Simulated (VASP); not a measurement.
# Sn (Fd-3m) in VASP: notebook

The runs below take Sn through single point, with PBEsol.

Program: VASP 6.6.1. These are calculated values, not measurements. Logs are shortened: lines on timing, memory, paths and dates and some standing lists are left out, and cuts for length are marked.

## Step 1: The cell of the first run

The structure is cubic, space group Fd-3m (No. 227). Conventional cell: a = 5.592 Å, b = 5.592 Å, c = 5.592 Å, α = 90.00°, β = 90.00°, γ = 90.00°. Sn (site symmetry -43m) has 4 Sn at 2.42 Å within 3.2 Å.

## Step 2: Single point, PBEsol

File INCAR:

```
ALGO     = Normal         # electronic algorithm
EDIFF    = 1E-6           # SCF threshold, eV
ENCUT    = 500            # plane-wave cutoff, eV
GGA      = PS             # functional
GGA_COMPAT= False        
ISIF     = 2              # what is computed and relaxed
ISMEAR   = 0              # smearing method
LASPH    = True           # aspherical terms in the spheres
LCHARG   = False          # write CHGCAR
LREAL    = False          # projectors in reciprocal space
LWAVE    = False          # write WAVECAR
NBANDS   = 21             # bands
NELM     = 120            # most SCF steps
PREC     = Accurate       # precision mode
SIGMA    = 0.05           # smearing width, eV
```

File KPOINTS:

```
k-points
0
Gamma
  6 6 6
```

File POSCAR:

```
Sn
1.0
    0.0000000000      2.7957694576      2.7957694576
    2.7957694576      0.0000000000      2.7957694576
    2.7957694576      2.7957694576      0.0000000000
Sn
2
Direct
    0.0000000000      0.0000000000      0.0000000000
    0.2500000000      0.2500000000      0.2500000000
```

Potentials or basis: VASP PAW PBE potentials, release 64 (Sn_d).

Run with:

```sh
$ cat potpaw_PBE.64/Sn_d/POTCAR > POTCAR
$ mpirun -np 1 vasp_std > vasp.out
```

OUTCAR:

```text
EDIFF = 1E-6
   ENCUT = 500
   GGA = PS
   ISIF = 2
   ISMEAR = 0
   LASPH = True
   LREAL = False
   NELM = 120
   PREC = Accurate

 ion  position               nearest neighbor table
   1  0.000  0.000  0.000-   2 2.42   2 2.42   2 2.42   2 2.42
   2  0.250  0.250  0.250-   1 2.42   1 2.42   1 2.42   1 2.42

  LATTYP: Found a face centered cubic cell.
 ALAT       =     5.5915389152

  Lattice vectors:

 A1 = (   0.0000000000,   2.7957694576,   2.7957694576)
 A2 = (   2.7957694576,   0.0000000000,   2.7957694576)
 A3 = (   2.7957694576,   2.7957694576,   0.0000000000)

Analysis of symmetry for initial positions (statically):
=====================================================================
 Subroutine PRICEL returns:
 Original cell was already a primitive cell.

 Routine SETGRP: Setting up the symmetry group for a
 face centered cubic supercell.

 Subroutine GETGRP returns: Found 48 space group operations
 (whereof 24 operations were pure point group operations)
 out of a pool of 48 trial point group operations.

The static configuration has the point symmetry T_d .
 The point group associated with its full space group is O_h .

Analysis of symmetry for dynamics (positions and initial velocities):
=====================================================================
 Subroutine PRICEL returns:
 Original cell was already a primitive cell.

 Routine SETGRP: Setting up the symmetry group for a
 face centered cubic supercell.

 Subroutine GETGRP returns: Found 48 space group operations
 (whereof 24 operations were pure point group operations)
 out of a pool of 48 trial point group operations.

The dynamic configuration has the point symmetry T_d .
 The point group associated with its full space group is O_h .

 Subroutine INISYM returns: Found 48 space group operations
 (whereof 24 operations are pure point group operations),
 and found     1 'primitive' translations

----------------------------------------------------------------------------------------

                                     Primitive cell

  volume of cell :      43.7053

  direct lattice vectors                    reciprocal lattice vectors
     0.000000000  2.795769458  2.795769458    -0.178841642  0.178841642  0.178841642
     2.795769458  0.000000000  2.795769458     0.178841642 -0.178841642  0.178841642
     2.795769458  2.795769458  0.000000000     0.178841642  0.178841642 -0.178841642

  length of vectors
     3.953815084  3.953815084  3.953815084     0.309762810  0.309762810  0.309762810

  position of ions in fractional coordinates (direct lattice)
     0.000000000  0.000000000  0.000000000
     0.250000000  0.250000000  0.250000000

  ion indices of the primitive-cell ions
   primitive index   ion index
                 1           1
                 2           2

----------------------------------------------------------------------------------------

 KPOINTS: k-points

Automatic generation of k-mesh.
 Grid dimensions read from file:
 generate k-points for:    6    6    6

 Generating k-lattice:

  Cartesian coordinates                     Fractional coordinates (reciprocal lattice)
    -0.029806940  0.029806940  0.029806940     0.166666667  0.000000000  0.000000000
     0.029806940 -0.029806940  0.029806940     0.000000000  0.166666667  0.000000000
     0.029806940  0.029806940 -0.029806940     0.000000000  0.000000000  0.166666667

  Length of vectors
     0.051627135  0.051627135  0.051627135

  Shift w.r.t. Gamma in fractional coordinates (k-lattice)
     0.000000000  0.000000000  0.000000000

 Subroutine IBZKPT returns following result:
 ===========================================

 Found     16 irreducible k-points:

 Following reciprocal coordinates:
            Coordinates               Weight
  0.000000  0.000000  0.000000      1.000000
  0.166667  0.000000  0.000000      8.000000
  0.333333  0.000000  0.000000      8.000000
  0.500000  0.000000  0.000000      4.000000
  0.166667  0.166667  0.000000      6.000000
  0.333333  0.166667  0.000000     24.000000
[... 8 lines left out ...]
 -0.333333  0.333333  0.166667     24.000000
 -0.333333  0.500000  0.166667     12.000000
   k-points           NKPTS =     16   k-points in BZ     NKDIM =     16   number of bands    NBANDS=     21
   number of dos      NEDOS =    301   number of ions     NIONS =      2
   total plane-waves  NPLWV =  27000
   dimension x,y,z NGX =    30 NGY =   30 NGZ =   30
   dimension x,y,z NGXF=    60 NGYF=   60 NGZF=   60
   ions per type =               2
   NGX,Y,Z   is equivalent  to a cutoff of  12.61, 12.61, 12.61 a.u.
   NGXF,Y,Z  is equivalent  to a cutoff of  25.23, 25.23, 25.23 a.u.
 SYSTEM =  unknown system
   PREC   = accura    normal or accurate (medium, high low for compatibility)
   ISTART =      0    job   : 0-new  1-cont  2-samecut
   ICHARG =      2    charge: 1-file 2-atom 10-const
   ISPIN  =      1    spin polarized calculation?
   LNONCOLLINEAR =      F non collinear calculations
   LSORBIT =      F    spin-orbit coupling
   LASPH  =      T    aspherical Exc in radial PAW
   ENCUT  =  500.0 eV  36.75 Ry    6.06 a.u.   7.21  7.21  7.21*2*pi/ulx,y,z
   NELM   =    120;   NELMIN=  2; NELMDL= -5     # of ELM steps
   EDIFF  = 0.1E-05   stopping-criterion for ELM
   LREAL  =      F    real-space projection
   EDIFFG = 0.1E-04   stopping-criterion for IOM
   NSW    =      0    number of steps for IOM
   IBRION =     -1    ionic relax: 0-MD 1-quasi-New 2-CG
   NFREE  =      0    steps in history (QN), initial steepest desc. (CG)
   ISIF   =      2    stress and relaxation
   ISYM   =      2    0-nonsym 1-usesym 2-fastsym
   POTIM  = 0.5000    time-step for ionic-motion
   TEBEG  =    0.0;   TEEND  =   0.0 temperature during run
   PSTRESS=    0.0 pullay stress
   NELECT =      28.0000    total number of electrons
   NUPDOWN=      -1.0000    fix difference up-down
   EMIN   =  10.00;   EMAX   =-10.00  energy-range for DOS
   EFERMI =   0.00;   METHOD = LEGACY
   ISMEAR =     0;   SIGMA  =   0.05  broadening in eV -4-tet -1-fermi 0-gaus
   EFERMI_NEDOS =   21; number of points for ismear=-14 and -15
   IALGO  =     38    algorithm
   IMIX   =      4    mixing-type and parameters
     AMIX     =   0.40;   BMIX     =  1.00
     AMIX_MAG =   1.60;   BMIX_MAG =  1.00
  volume/ion in A,a.u.               =      21.85       147.47
  Fermi-wavevector in a.u.,A,eV,Ry     =   1.411290  2.666951 27.099247  1.991738
  Thomas-Fermi vector in A             =   2.533156
   LORBIT       =      0    0 simple, 1 ext, 2 COOP (PROOUT), +10 PAW based schemes
   GGA     = PS    functional components
   LHFCALC =     F    Hartree Fock is set to
   AEXX    =    0.0000 exact exchange contribution
   IVDW    =     0    specifies the selected vdW correction
   LEPSILON=     F    determine dielectric tensor
   LRPA    =     F    only Hartree local field effects (RPA)
 non-spin polarized calculation
 Gauss-broadening in eV      SIGMA  =   0.05
  energy-cutoff  :      500.00
  volume of cell :       43.71
 maximum number of plane-waves:      1125
 NGX is ok and might be reduce to    30
   NGX = 15   NGY = 15   NGZ = 15

 number of electron      28.0000017 magnetization

 Free energy of the ion-electron system (eV)
  ---------------------------------------------------
  ext. energy  EPLUGINS =         0.00000000
  ---------------------------------------------------
  free energy    TOTEN  =        -5.28170125 eV

  energy without entropy =       -5.28074421  energy(sigma->0) =       -5.28122273

 E-fermi :  11.4973     XC(G=0): -11.2017

 val. band max:       10.9142035747   @ k =   0.1667   0.0000   0.0000
 cond. band min:      11.5011155678   @ k =   0.3333   0.3333   0.0000
 fundamental gap:      0.5869119931
 Fermi energy:        11.4973389997

 k-point     1 :       0.0000    0.0000    0.0000
  band No.  band energies     occupation
      1     -11.7576      2.00000
      2     -11.7576      2.00000
      3     -11.7576      2.00000
      4     -11.6146      2.00000
      5     -11.6146      2.00000
      6     -10.6763      2.00000
[... 13 lines left out ...]
     20      19.6564      0.00000
     21      19.6564      0.00000

 k-point     2 :       0.1667    0.0000    0.0000
  band No.  band energies     occupation
      1     -11.8130      2.00000
      2     -11.8130      2.00000
      3     -11.7436      2.00000
      4     -11.5314      2.00000
      5     -11.5314      2.00000
      6     -10.7253      2.00000
[... 13 lines left out ...]
     20      18.5834      0.00000
     21      18.5834      0.00000

 k-point     3 :       0.3333    0.0000    0.0000
  band No.  band energies     occupation
      1     -11.8528      2.00000
      2     -11.8528      2.00000
      3     -11.7159      2.00000
      4     -11.4496      2.00000
      5     -11.4496      2.00000
      6     -10.7679      2.00000
[... 13 lines left out ...]
     20      19.5447      0.00000
     21      19.7099      0.00000

 k-point     4 :       0.5000    0.0000    0.0000
  band No.  band energies     occupation
      1     -11.8589      2.00000
      2     -11.8589      2.00000
      3     -11.7020      2.00000
      4     -11.4319      2.00000
      5     -11.4319      2.00000
      6     -10.7967      2.00000
[... 13 lines left out ...]
     20      21.4678      0.00000
     21      22.2582      0.00000

 k-point     5 :       0.1667    0.1667    0.0000
  band No.  band energies     occupation
      1     -11.8164      2.00000
      2     -11.7958      2.00000
      3     -11.7958      2.00000
      4     -11.5410      2.00000
      5     -11.4373      2.00000
      6     -10.9056      2.00000
[... 13 lines left out ...]
     20      18.8504      0.00000
     21      20.6021      0.00000
[... 190 lines left out ...]
     20      23.7911      0.00000
     21      24.0484      0.00000

 k-point    14 :       0.5000    0.3333    0.1667
  band No.  band energies     occupation
      1     -11.9258      2.00000
      2     -11.9180      2.00000
      3     -11.6117      2.00000
      4     -11.3543      2.00000
      5     -11.1907      2.00000
      6     -11.1517      2.00000
[... 13 lines left out ...]
     20      21.3794      0.00000
     21      22.4693      0.00000

 k-point    15 :      -0.3333    0.3333    0.1667
  band No.  band energies     occupation
      1     -11.9729      2.00000
      2     -11.9268      2.00000
      3     -11.5197      2.00000
      4     -11.2767      2.00000
      5     -11.1637      2.00000
      6     -11.1545      2.00000
[... 13 lines left out ...]
     20      22.0366      0.00000
     21      22.7879      0.00000

 k-point    16 :      -0.3333    0.5000    0.1667
  band No.  band energies     occupation
      1     -11.9510      2.00000
      2     -11.9510      2.00000
      3     -11.4358      2.00000
      4     -11.4358      2.00000
      5     -11.0927      2.00000
      6     -11.0927      2.00000
[... 13 lines left out ...]
     20      23.5054      0.00000
     21      24.1675      0.00000

------------------------ aborting loop because EDIFF is reached ----------------------------------------

  FORCE on cell =-STRESS in cart. coord.  units (eV):
  Direction    XX          YY          ZZ          XY          YZ          ZX
  --------------------------------------------------------------------------------------
  -------------------------------------------------------------------------------------
  Total       16.3804007     16.3804007     16.3804007      0.0000000      0.0000000      0.0000000
  in kB      600.4834453    600.4834453    600.4834453      0.0000000      0.0000000      0.0000000
  external PRESSURE =     600.4834453 kB  Pullay stress =       0.0000000 kB

 VOLUME and BASIS-vectors are now :
 -----------------------------------------------------------------------------
  energy-cutoff  :      500.00
  volume of cell :       43.71
      direct lattice vectors                 reciprocal lattice vectors
     0.000000000  2.795769458  2.795769458    -0.178841642  0.178841642  0.178841642
     2.795769458  0.000000000  2.795769458     0.178841642 -0.178841642  0.178841642
     2.795769458  2.795769458  0.000000000     0.178841642  0.178841642 -0.178841642

 POSITION                                       TOTAL-FORCE (eV/Angst)
 -----------------------------------------------------------------------------------
      0.00000      0.00000      0.00000        -0.000000     -0.000000     -0.000000
      1.39788      1.39788      1.39788         0.000000      0.000000      0.000000
 -----------------------------------------------------------------------------------
    total drift:                                0.000000     -0.000000      0.000000

  FREE ENERGIE OF THE ION-ELECTRON SYSTEM (eV)
  ---------------------------------------------------
  free  energy   TOTEN  =        -5.2817012454 eV

  energy  without entropy=       -5.2807442065  energy(sigma->0) =       -5.28122273
```

Wall time 17 s (1 thread of Intel Xeon 6975P-C, shared host); peak memory 0.17 GiB.

What came out:

| Item | Value |
| --- | --- |
| Free energy | -5.2817 eV |
| Pressure | 60.0 GPa |
| Band gap on the k mesh | zero (band 14 reaches 11.81 eV, above the bottom of band 15 at 11.50 eV) |

Caveat: the PAW data sets were made with another functional, which shifts forces and pressure a little; spin-orbit coupling is left out, which moves the levels of the heavy elements.

## Step 3: Single point, PBEsol

This run uses another cell than the first one, of 23.82 Å³/atom, 1.090 times its volume.

File INCAR:

```
SYSTEM = Sn
PREC     = Accurate       ! precision mode
ENCUT    = 500            ! plane-wave cutoff, eV
EDIFF    = 1E-6           ! SCF threshold, eV
ISMEAR   = 0              ! smearing method
SIGMA    = 0.05           ! smearing width, eV
LREAL    = .False.        ! projectors in reciprocal space
LASPH    = .True.         ! aspherical terms in the spheres
NELM     = 120            ! most SCF steps
ALGO     = Normal         ! electronic algorithm
ISIF     = 2              ! what is computed and relaxed
LWAVE    = .False.        ! write WAVECAR
LCHARG   = .False.        ! write CHGCAR
GGA      = PS             ! functional
NBANDS   = 21             ! bands
GGA_COMPAT= .False.
```

File KPOINTS:

```
Automatic mesh
0
Gamma
  6 6 6
  0 0 0
```

File POSCAR:

```
Sn
1.0
    0.0000000000      2.8774295660      2.8774295660
    2.8774295660      0.0000000000      2.8774295660
    2.8774295660      2.8774295660      0.0000000000
Sn
2
Direct
    0.0000000000      0.0000000000      0.0000000000
    0.2500000000      0.2500000000      0.2500000000
```

Potentials or basis: VASP PAW PBE potentials, release 64 (Sn_d).

Run with:

```sh
$ cat potpaw_PBE.64/Sn_d/POTCAR > POTCAR
$ mpirun -np 1 vasp_std > vasp.out
```

Run time: 16 s. Hardware: 1 thread of Intel Xeon 6975P-C, shared host; peak memory 0.17 GiB.

The run converged. Its results:

```
Free energy            : -6.4977 eV
Pressure               : 39.9 GPa
Band gap on the k mesh : zero (band 14 reaches 10.33 eV, above the bottom of band 15 at 10.25 eV)
```

Levels at points of the mesh, in eV from the Fermi level:
```
           k point  band 10  band 11  band 12  band 13  band 14  band 15  band 16  band 17  band 18  band 19
(0.00, 0.00, 0.00)   -21.94   -13.72     0.08     0.08     0.08     1.97     2.02     2.02     2.02     4.86
(0.50, 0.00, 0.00)   -21.87   -11.14    -8.39    -1.86    -1.86     0.81     3.15     3.15     4.81     9.63
(0.50, 0.50, 0.00)   -21.82    -9.21    -9.21    -4.00    -4.00     0.08     0.08    10.07    10.07    11.86
```

Caveat: the PAW data sets were made with another functional, which shifts forces and pressure a little; spin-orbit coupling is left out, which moves the levels of the heavy elements.
